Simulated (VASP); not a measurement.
Wanted: the native input for a VASP 6.6.1 run.

| Item | Value |
| --- | --- |
| Task | single point |
| Functional | LDA |
| Potentials or basis | VASP PAW LDA potentials, release 64 (Hg) |
| Cutoff | 520 eV |
| k mesh | 10 × 10 × 10 |
| Occupations | gaussian, width 0.02 eV |
| Spin | no spin polarisation |
| Dipole correction | no |
| Further INCAR settings | ALGO = Normal; EDIFF = 1e-06; NBANDS = 12 |

The structure of Hg lies in POSCAR:

```
Hg
1.0
   -1.8767364354      1.8767364354      1.9168448550
    1.8767364354     -1.8767364354      1.9168448550
    1.8767364354      1.8767364354     -1.9168448550
Hg
1
Direct
    0.5000000000      0.5000000000      0.0000000000
```

The input as run:

INCAR

```
ALGO = Normal ; EDIFF = 1E-6
ENCUT = 520 ; GGA = CA
ISIF = 2 ; ISMEAR = 0
LASPH = T ; LCHARG = F
LREAL = F ; LWAVE = F
NBANDS = 12 ; NELM = 100
PREC = Accurate ; SIGMA = 0.02
```

KPOINTS

```
k-points
0
Gamma
  10 10 10
```

Potentials or basis: VASP PAW LDA potentials, release 64 (Hg).

Run with:

```bash
$ cat potpaw_LDA.64/Hg/POTCAR > POTCAR
$ mpirun -np 1 vasp_std > vasp.out
```

It gave:

| Quantity | Value |
| --- | --- |
| Pressure | -4.0 GPa |
| Band gap on the k mesh | zero (band 6 reaches 3.75 eV, above the bottom of band 7 at 0.56 eV) |

Caveat: spin-orbit coupling is left out, which moves the levels of the heavy elements.

It took 10 s on 1 thread of Intel Xeon 6975P-C, with other jobs on the host, peak memory 0.15 GiB.
